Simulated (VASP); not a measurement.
# SiC: single point with PBEsol

SiC:

```
C Si
1.0
     0.00000    1.96178    1.96178
     1.96178    0.00000    1.96178
     1.96178    1.96178    0.00000
C Si
1 1
Direct
  0.00000 0.00000 0.00000
  0.50000 0.50000 0.50000
```

This cell differs from its parent crystal: volume scaled by 0.920.

| Property | Result |
| --- | --- |
| Program | VASP 6.6.1 |
| Task | single point |
| Functional | PBEsol |
| Potentials or basis | VASP PAW PBE potentials, release 64 (C, Si) |
| Cutoff | 520 eV |
| k mesh | 20 × 20 × 20 |
| Occupations | gaussian, width 0.05 eV |
| Spin | no spin polarisation |

```yaml
Pressure: 26.4 GPa
Band_gap_on_the_k_mesh: zero (band 4 reaches 13.92 eV, above the bottom of band 5 at 13.58 eV)
```

Levels at points of the mesh, in eV from the Fermi level:
| k point | band 1 | band 2 | band 3 | band 4 | band 5 | band 6 | band 7 | band 8 | band 9 |
| --- | --- | --- | --- | --- | --- | --- | --- | --- | --- |
| (0.00, 0.00, 0.00) | -19.63 | 0.00 | 0.00 | 0.00 | 8.87 | 8.87 | 8.87 | 9.26 | 13.86 |
| (0.50, 0.00, 0.00) | -14.04 | -12.38 | -1.33 | -1.33 | 5.64 | 5.64 | 6.46 | 10.62 | 15.77 |
| (0.50, 0.50, 0.00) | -11.99 | -10.76 | -4.72 | -4.72 | -0.30 | 1.94 | 16.19 | 16.19 | 16.32 |

It took 24 s on 1 thread of Intel Xeon 6975P-C, on a shared host, peak memory 0.17 GiB.

Caveat: the PAW data sets were made with another functional, which shifts forces and pressure a little.
